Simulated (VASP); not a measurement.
A run of VASP 6.6.1:

Contents of INCAR:

```
PREC     = Accurate       # precision mode
ENCUT    = 600            # plane-wave cutoff, eV
EDIFF    = 1E-6           # SCF threshold, eV
ISMEAR   = 0              # smearing method
SIGMA    = 0.1            # smearing width, eV
LREAL    = F              # projectors in reciprocal space
LASPH    = T              # aspherical terms in the spheres
NELM     = 80             # most SCF steps
ALGO     = Normal         # electronic algorithm
ISIF     = 3              # what is computed and relaxed
LWAVE    = F              # write WAVECAR
LCHARG   = F              # write CHGCAR
GGA      = PE             # functional
IBRION   = 2              # ionic algorithm
NSW      = 90             # ionic steps
EDIFFG   = -0.04          # ionic threshold
```

File KPOINTS:

```
regular mesh
0
Gamma
  6 6 6
```

File POSCAR:

```
W
1.0
    1.7307842337      0.9992687433      3.2095318524
   -1.7307842337      0.9992687433      3.2095318524
    0.0000000000     -1.9985374865      3.2095318524
W
2
Direct
    0.2275400000      0.2275400000      0.2275400000
    0.7724600000      0.7724600000      0.7724600000
```

Potentials or basis: VASP PAW PBE potentials, release 64 (W_sv).

Run with:

```sh
$ cat potpaw_PBE.64/W_sv/POTCAR > POTCAR
$ mpirun -np 1 vasp_std > vasp.out
```

Hardware: 1 thread of AMD EPYC 7R13 Processor (Zen 3), on a shared host.

Question: Estimate the wall time of this run.

Answer: Wall time 6.9 min on 1 thread of AMD EPYC 7R13 Processor (Zen 3), with other jobs on the host, peak memory 0.16 GiB. Counts: scf iterations 223, k points 32, ion steps 28.
